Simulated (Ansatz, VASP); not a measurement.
HfN: VASP beside Ansatz

Contents of INCAR:

```
SYSTEM = HfN
  PREC = Accurate
  ENCUT = 520
  EDIFF = 1E-6
  ISMEAR = -1
  SIGMA = 0.05
  LREAL = .False.
  LASPH = .True.
  NELM = 100
  ALGO = Normal
  ISIF = 2
  LWAVE = .False.
  LCHARG = .True.
  GGA = PE
  LELF = .True.
  LVHAR = .True.
  NBANDS = 14
```

The input KPOINTS:

```
regular mesh
0
Gamma
  14 14 14
  0 0 0
```

The input POSCAR:

```
HfN
1.0
    2.4346137135      0.0000000000      0.0000000000
    0.0000000000      2.4346137135      0.0000000000
    0.0000000000      0.0000000000      2.4346137135
Hf N
1 1
Direct
    0.0000000000      0.0000000000      0.0000000000
    0.5000000000      0.5000000000      0.5000000000
```

Input for Ansatz:

```yaml
crystal:
  lattice:
    - [2.4346137135, 0.0, 0.0]
    - [0.0, 2.4346137135, 0.0]
    - [0.0, 0.0, 2.4346137135]
  atoms:
    - { symbol: Hf, position: [0.0, 0.0, 0.0] }
    - { symbol: "N", position: [0.5, 0.5, 0.5] }
kpoints:
  mp_grid: { grid: [14, 14, 14] }
scf:
  occupations: { method: fermi_dirac, width: 0.05 }
hamiltonian:
  xc: pbe
  pseudopotentials: { kind: all_electron, lapw: { basis_error: 0.001 } }
output:
  forces: true
  stress: true
  eigenvalues: true
  populations: true
```

Change from the starting cell: volume scaled by 0.64, LAPW.

Alike in both runs: task single point; functional PBE; k mesh 14 × 14 × 14; occupations fermi-dirac, width 0.05 eV; no spin polarisation.

|  | VASP | Ansatz |
| --- | --- | --- |
| version | VASP 6.6.1 | Ansatz 0.2.0 |
| potentials or method | VASP PAW PBE potentials, release 64 (Hf_pv, N), cutoff 520 eV | all-electron LAPW, scalar-relativistic |

```csv
,VASP,Ansatz,Ansatz less VASP
pressure (GPa),262.2,270.5,+8.36
```

Both programs put the cell under a high pressure, so it lies far from rest at this level. Ansatz ran all-electron here, and VASP with PAW potentials.

Spin-orbit coupling is off throughout. Noted on VASP's run: the cell as given lies far from equilibrium.
